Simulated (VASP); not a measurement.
# Y (P6_3/mmc) in VASP: notebook

Runs on Y. Level: PBE. Tasks: single point.

Everything below comes from runs of VASP 6.6.1. Logs are shortened: lines on timing, memory, paths and dates and some standing lists are left out, and cuts for length are marked.

### Step 1. The cell of the first run

The structure is hexagonal, space group P6_3/mmc (No. 194). Conventional cell: a = 3.742 Å, b = 3.742 Å, c = 5.880 Å, α = 90.00°, β = 90.00°, γ = 120.00°. Y (site symmetry -6m2) has 12 Y at 3.65 to 3.74 Å within 4.8 Å.

### Step 2. Single point, PBE

The input, INCAR:

```
ALGO     = Normal         # electronic algorithm
EDIFF    = 1E-6           # SCF threshold, eV
ENCUT    = 520            # plane-wave cutoff, eV
GGA      = PE             # functional
ISIF     = 2              # what is computed and relaxed
ISMEAR   = 1              # smearing method
LASPH    = True           # aspherical terms in the spheres
LCHARG   = True           # write CHGCAR
LELF     = True           # ELF
LREAL    = False          # projectors in reciprocal space
LVHAR    = True         
LWAVE    = False          # write WAVECAR
NBANDS   = 18             # bands
NELM     = 60             # most SCF steps
PREC     = Accurate       # precision mode
SIGMA    = 0.1            # smearing width, eV
```

The input, KPOINTS:

```
k-points
0
Gamma
  9 9 5
```

The input, POSCAR:

```
Y
1.0
    3.7421797607      0.0000000000      0.0000000000
   -1.8710898804      3.2408227406      0.0000000000
    0.0000000000      0.0000000000      5.8795128960
Y
2
Direct
    0.3333333333      0.6666666667      0.2500000000
    0.6666666667      0.3333333333      0.7500000000
```

Potentials or basis: VASP PAW PBE potentials, release 64 (Y_sv).

Launch:

```
$ cat potpaw_PBE.64/Y_sv/POTCAR > POTCAR
$ mpirun -np 1 vasp_std > vasp.out
```

OUTCAR:

```text
EDIFF = 1E-6
   ENCUT = 520
   GGA = PE
   ISIF = 2
   ISMEAR = 1
   LASPH = True
   LREAL = False
   NELM = 60
   PREC = Accurate

 ion  position               nearest neighbor table
   1  0.333  0.667  0.250-   2 3.65   2 3.65   2 3.65   2 3.65   2 3.65   2 3.65
   2  0.667  0.333  0.750-   1 3.65   1 3.65   1 3.65   1 3.65   1 3.65   1 3.65

  LATTYP: Found a hexagonal cell.
 ALAT       =     3.7421797607
 C/A-ratio  =     1.5711465702

  Lattice vectors:

 A1 = (   3.7421797607,   0.0000000000,   0.0000000000)
 A2 = (  -1.8710898804,   3.2408227406,   0.0000000000)
 A3 = (   0.0000000000,   0.0000000000,   5.8795128960)

Analysis of symmetry for initial positions (statically):
=====================================================================
 Subroutine PRICEL returns:
 Original cell was already a primitive cell.

 Routine SETGRP: Setting up the symmetry group for a
 hexagonal supercell.

 Subroutine GETGRP returns: Found 24 space group operations
 (whereof 12 operations were pure point group operations)
 out of a pool of 24 trial point group operations.

The static configuration has the point symmetry D_3d.
 The point group associated with its full space group is D_6h.

Analysis of symmetry for dynamics (positions and initial velocities):
=====================================================================
 Subroutine PRICEL returns:
 Original cell was already a primitive cell.

 Routine SETGRP: Setting up the symmetry group for a
 hexagonal supercell.

 Subroutine GETGRP returns: Found 24 space group operations
 (whereof 12 operations were pure point group operations)
 out of a pool of 24 trial point group operations.

The dynamic configuration has the point symmetry D_3d.
 The point group associated with its full space group is D_6h.

 Subroutine INISYM returns: Found 24 space group operations
 (whereof 12 operations are pure point group operations),
 and found     1 'primitive' translations

----------------------------------------------------------------------------------------

                                     Primitive cell

  volume of cell :      71.3052

  direct lattice vectors                    reciprocal lattice vectors
     3.742179761  0.000000000  0.000000000     0.267223935  0.154281811  0.000000000
    -1.871089880  3.240822741  0.000000000     0.000000000  0.308563621  0.000000000
     0.000000000  0.000000000  5.879512896     0.000000000  0.000000000  0.170082117

  length of vectors
     3.742179761  3.742179763  5.879512896     0.308563621  0.308563621  0.170082117

  position of ions in fractional coordinates (direct lattice)
     0.333333333  0.666666667  0.250000000
     0.666666667  0.333333333  0.750000000

  ion indices of the primitive-cell ions
   primitive index   ion index
                 1           1
                 2           2

----------------------------------------------------------------------------------------

 KPOINTS: k-points

Automatic generation of k-mesh.
 Grid dimensions read from file:
 generate k-points for:    9    9    5

 Generating k-lattice:

  Cartesian coordinates                     Fractional coordinates (reciprocal lattice)
     0.029691548  0.017142423  0.000000000     0.111111111  0.000000000  0.000000000
     0.000000000  0.034284847  0.000000000     0.000000000  0.111111111  0.000000000
     0.000000000  0.000000000  0.034016423     0.000000000  0.000000000  0.200000000

  Length of vectors
     0.034284847  0.034284847  0.034016423

  Shift w.r.t. Gamma in fractional coordinates (k-lattice)
     0.000000000  0.000000000  0.000000000

 Subroutine IBZKPT returns following result:
 ===========================================

 Found     36 irreducible k-points:

 Following reciprocal coordinates:
            Coordinates               Weight
  0.000000  0.000000  0.000000      1.000000
  0.111111 -0.000000  0.000000      6.000000
  0.222222  0.000000  0.000000      6.000000
  0.333333 -0.000000  0.000000      6.000000
  0.444444  0.000000  0.000000      6.000000
  0.111111  0.111111  0.000000      6.000000
[... 16 lines left out ...]
  0.333333  0.222222  0.200000     24.000000
  0.333333  0.333333  0.200000      4.000000
 [... further k-points ...]
   k-points           NKPTS =     36   k-points in BZ     NKDIM =     36   number of bands    NBANDS=     18
   number of dos      NEDOS =    301   number of ions     NIONS =      2
   total plane-waves  NPLWV =  37632
   dimension x,y,z NGX =    28 NGY =   28 NGZ =   48
   dimension x,y,z NGXF=    56 NGYF=   56 NGZF=   96
   ions per type =               2
   NGX,Y,Z   is equivalent  to a cutoff of  12.44, 12.44, 13.57 a.u.
   NGXF,Y,Z  is equivalent  to a cutoff of  24.88, 24.88, 27.14 a.u.
 SYSTEM =  unknown system
   PREC   = accura    normal or accurate (medium, high low for compatibility)
   ISTART =      0    job   : 0-new  1-cont  2-samecut
   ICHARG =      2    charge: 1-file 2-atom 10-const
   ISPIN  =      1    spin polarized calculation?
   LNONCOLLINEAR =      F non collinear calculations
   LSORBIT =      F    spin-orbit coupling
   LASPH  =      T    aspherical Exc in radial PAW
   ENCUT  =  520.0 eV  38.22 Ry    6.18 a.u.   6.96  6.96 10.93*2*pi/ulx,y,z
   NELM   =     60;   NELMIN=  2; NELMDL= -5     # of ELM steps
   EDIFF  = 0.1E-05   stopping-criterion for ELM
   LREAL  =      F    real-space projection
   EDIFFG = 0.1E-04   stopping-criterion for IOM
   NSW    =      0    number of steps for IOM
   IBRION =     -1    ionic relax: 0-MD 1-quasi-New 2-CG
   NFREE  =      0    steps in history (QN), initial steepest desc. (CG)
   ISIF   =      2    stress and relaxation
   ISYM   =      2    0-nonsym 1-usesym 2-fastsym
   POTIM  = 0.5000    time-step for ionic-motion
   TEBEG  =    0.0;   TEEND  =   0.0 temperature during run
   PSTRESS=    0.0 pullay stress
   NELECT =      22.0000    total number of electrons
   NUPDOWN=      -1.0000    fix difference up-down
   EMIN   =  10.00;   EMAX   =-10.00  energy-range for DOS
   EFERMI =   0.00;   METHOD = LEGACY
   ISMEAR =     1;   SIGMA  =   0.10  broadening in eV -4-tet -1-fermi 0-gaus
   EFERMI_NEDOS =   21; number of points for ismear=-14 and -15
   IALGO  =     38    algorithm
   IMIX   =      4    mixing-type and parameters
     AMIX     =   0.40;   BMIX     =  1.00
     AMIX_MAG =   1.60;   BMIX_MAG =  1.00
  volume/ion in A,a.u.               =      35.65       240.60
  Fermi-wavevector in a.u.,A,eV,Ry     =   1.106221  2.090455 16.649793  1.223725
  Thomas-Fermi vector in A             =   2.242719
   LORBIT       =      0    0 simple, 1 ext, 2 COOP (PROOUT), +10 PAW based schemes
   GGA     = PE    functional components
   LHFCALC =     F    Hartree Fock is set to
   AEXX    =    0.0000 exact exchange contribution
   IVDW    =     0    specifies the selected vdW correction
   LEPSILON=     F    determine dielectric tensor
   LRPA    =     F    only Hartree local field effects (RPA)
 non-spin polarized calculation
 Methfessel and Paxton  Order N= 1 SIGMA  =   0.10
  energy-cutoff  :      520.00
  volume of cell :       71.31
 maximum number of plane-waves:      1935
 NGX is ok and might be reduce to    28
   NGX = 13   NGY = 13   NGZ = 21

 number of electron      21.9999999 magnetization

 Free energy of the ion-electron system (eV)
  ---------------------------------------------------
  ext. energy  EPLUGINS =         0.00000000
  ---------------------------------------------------
  free energy    TOTEN  =       -12.80552943 eV

  energy without entropy =      -12.80389894  energy(sigma->0) =      -12.80498593

 E-fermi :   2.6159     XC(G=0):  -9.1173

 val. band max:        2.6139827341   @ k =   0.3333   0.1111   0.2000
 cond. band min:       2.6202473355   @ k =   0.2222   0.0000   0.0000
 fundamental gap:      0.0062646014
 Fermi energy:         2.6159007986

 k-point     1 :       0.0000    0.0000    0.0000
  band No.  band energies     occupation
      1     -40.2908      2.00000
      2     -40.2402      2.00000
      3     -20.4715      2.00000
      4     -20.1151      2.00000
      5     -20.1151      2.00000
      6     -20.0469      2.00000
[... 10 lines left out ...]
     17       5.2247      0.00000
     18       5.2247      0.00000

 k-point     2 :       0.1111   -0.0000    0.0000
  band No.  band energies     occupation
      1     -40.2866      2.00000
      2     -40.2388      2.00000
      3     -20.4552      2.00000
      4     -20.1476      2.00000
      5     -20.1262      2.00000
      6     -20.0810      2.00000
[... 10 lines left out ...]
     17       5.0160      0.00000
     18       5.0324      0.00000

 k-point     3 :       0.2222    0.0000    0.0000
  band No.  band energies     occupation
      1     -40.2756      2.00000
      2     -40.2355      2.00000
      3     -20.4101      2.00000
      4     -20.2304      2.00000
      5     -20.1646      2.00000
      6     -20.1531      2.00000
[... 10 lines left out ...]
     17       5.4191      0.00000
     18       5.6194      0.00000

 k-point     4 :       0.3333   -0.0000    0.0000
  band No.  band energies     occupation
      1     -40.2620      2.00000
      2     -40.2329      2.00000
      3     -20.3481      2.00000
      4     -20.3253      2.00000
      5     -20.2554      2.00000
      6     -20.1821      2.00000
[... 10 lines left out ...]
     17       6.1727      0.00000
     18       6.4586      0.00000

 k-point     5 :       0.4444    0.0000    0.0000
  band No.  band energies     occupation
      1     -40.2514      2.00000
      2     -40.2328      2.00000
      3     -20.3874      2.00000
      4     -20.3124      2.00000
      5     -20.2928      2.00000
      6     -20.2005      2.00000
[... 10 lines left out ...]
     17       7.2536      0.00000
     18       7.3023      0.00000

 k-point     6 :       0.1111    0.1111    0.0000
  band No.  band energies     occupation
      1     -40.2790      2.00000
      2     -40.2364      2.00000
      3     -20.4244      2.00000
      4     -20.1961      2.00000
      5     -20.1694      2.00000
      6     -20.1185      2.00000
[... 10 lines left out ...]
     17       5.1345      0.00000
     18       5.5232      0.00000

 k-point     7 :       0.2222    0.1111    0.0000
  band No.  band energies     occupation
      1     -40.2666      2.00000
      2     -40.2335      2.00000
      3     -20.3703      2.00000
      4     -20.2772      2.00000
      5     -20.2387      2.00000
      6     -20.1637      2.00000
[... 10 lines left out ...]
     17       5.8126      0.00000
     18       6.3384      0.00000

 k-point     8 :       0.3333    0.1111    0.0000
  band No.  band energies     occupation
      1     -40.2541      2.00000
      2     -40.2326      2.00000
      3     -20.3554      2.00000
      4     -20.3082      2.00000
      5     -20.2908      2.00000
      6     -20.2045      2.00000
[... 10 lines left out ...]
     17       6.7522      0.00000
     18       7.2913      0.00000
[... 229 lines left out ...]
     17       6.0011      0.00000
     18       6.2948      0.00000

 k-point    20 :       0.3333    0.1111    0.2000
  band No.  band energies     occupation
      1     -40.2521      2.00000
      2     -40.2346      2.00000
      3     -20.3918      2.00000
      4     -20.3276      2.00000
      5     -20.2452      2.00000
      6     -20.1950      2.00000
[... 10 lines left out ...]
     17       6.7775      0.00000
     18       6.9279      0.00000

 k-point    21 :       0.4444    0.1111    0.2000
  band No.  band energies     occupation
      1     -40.2466      2.00000
      2     -40.2348      2.00000
      3     -20.4121      2.00000
      4     -20.3471      2.00000
      5     -20.2443      2.00000
      6     -20.1929      2.00000
[... 10 lines left out ...]
     17       6.9942      0.00000
     18       7.3874      0.00000

 k-point    22 :       0.2222    0.2222    0.2000
  band No.  band energies     occupation
      1     -40.2530      2.00000
      2     -40.2347      2.00000
      3     -20.3654      2.00000
      4     -20.3266      2.00000
      5     -20.2272      2.00000
      6     -20.2162      2.00000
[... 10 lines left out ...]
     17       6.6871      0.00000
     18       6.8914      0.00000

 k-point    23 :       0.3333    0.2222    0.2000
  band No.  band energies     occupation
      1     -40.2444      2.00000
      2     -40.2351      2.00000
      3     -20.3746      2.00000
      4     -20.3356      2.00000
      5     -20.2717      2.00000
      6     -20.1979      2.00000
[... 10 lines left out ...]
     17       6.7180      0.00000
     18       7.3706      0.00000

 k-point    24 :       0.3333    0.3333    0.2000
  band No.  band energies     occupation
      1     -40.2383      2.00000
      2     -40.2383      2.00000
      3     -20.3318      2.00000
      4     -20.3274      2.00000
      5     -20.3274      2.00000
      6     -20.2146      2.00000
[... 10 lines left out ...]
     17       6.9153      0.00000
     18       6.9153      0.00000

 [... further k-points ...]
[... 5 lines left out ...]
  --------------------------------------------------------------------------------------
  -------------------------------------------------------------------------------------
  Total       -1.2583163     -1.2583163     -1.5022756      0.0000000      0.0000000     -0.0000000
  in kB      -28.2734723    -28.2734723    -33.7550627      0.0000000      0.0000000     -0.0000000
  external PRESSURE =     -30.1006691 kB  Pullay stress =       0.0000000 kB

 VOLUME and BASIS-vectors are now :
 -----------------------------------------------------------------------------
  energy-cutoff  :      520.00
  volume of cell :       71.31
      direct lattice vectors                 reciprocal lattice vectors
     3.742179761  0.000000000  0.000000000     0.267223935  0.154281811  0.000000000
    -1.871089880  3.240822741  0.000000000     0.000000000  0.308563621  0.000000000
     0.000000000  0.000000000  5.879512896     0.000000000  0.000000000  0.170082117

 POSITION                                       TOTAL-FORCE (eV/Angst)
 -----------------------------------------------------------------------------------
     -0.00000      2.16055      1.46988        -0.000000      0.000000      0.000000
      1.87109      1.08027      4.40963         0.000000     -0.000000      0.000000
 -----------------------------------------------------------------------------------
    total drift:                               -0.000000      0.000000     -0.000000

  FREE ENERGIE OF THE ION-ELECTRON SYSTEM (eV)
  ---------------------------------------------------
  free  energy   TOTEN  =       -12.8055294266 eV

  energy  without entropy=      -12.8038989361  energy(sigma->0) =      -12.80498593
```

It took 42 s on 1 thread of Intel Xeon 6975P-C, shared host; peak memory 0.22 GiB.

Results:

- Free energy: -12.8055 eV
- Pressure: -3.0 GPa
- Band gap on the k mesh: zero (band 11 reaches 3.30 eV, above the bottom of band 12 at 2.17 eV)

### Step 3. Single point, PBE

This run uses another cell than the first one, of 36.97 Å³/atom, 1.037 times its volume.

The input, INCAR:

```
  ALGO = Normal
  EDIFF = 1E-6
  ENCUT = 520
  GGA = PE
  ISIF = 2
  ISMEAR = 1
  LASPH = T
  LCHARG = T
  LELF = T
  LREAL = F
  LVHAR = T
  LWAVE = F
  NBANDS = 18
  NELM = 100
  PREC = Accurate
  SIGMA = 0.1
```

KPOINTS is that of step 2.

The input, POSCAR:

```
Y
1.0
    3.7878205974      0.0000000000      0.0000000000
   -1.8939102987      3.2803488647      0.0000000000
    0.0000000000      0.0000000000      5.9512213400
Y
2
Direct
    0.3333333333      0.6666666667      0.2500000000
    0.6666666667      0.3333333333      0.7500000000
```

Potentials or basis: VASP PAW PBE potentials, release 64 (Y_sv).

Launch:

```
$ cat potpaw_PBE.64/Y_sv/POTCAR > POTCAR
$ mpirun -np 1 vasp_std > vasp.out
```

It took 44 s on 1 thread of Intel Xeon 6975P-C, shared host; peak memory 0.22 GiB.

Results (log left out):

```
Free energy            : -12.7471 eV
Pressure               : -4.1 GPa
Band gap on the k mesh : zero (band 11 reaches 3.12 eV, above the bottom of band 12 at 2.00 eV)
```

Stress tensor (GPa, compression positive):
```
-3.90  0.00  0.00
 0.00 -3.90  0.00
 0.00  0.00 -4.38
```

Levels at points of the mesh, in eV from the Fermi level:
```
           k point  band 7  band 8  band 9  band 10  band 11  band 12  band 13  band 14  band 15  band 16
(0.00, 0.00, 0.00)  -22.78  -22.76   -4.49    -1.70     0.57     1.63     1.63     1.88     2.14     2.14
```
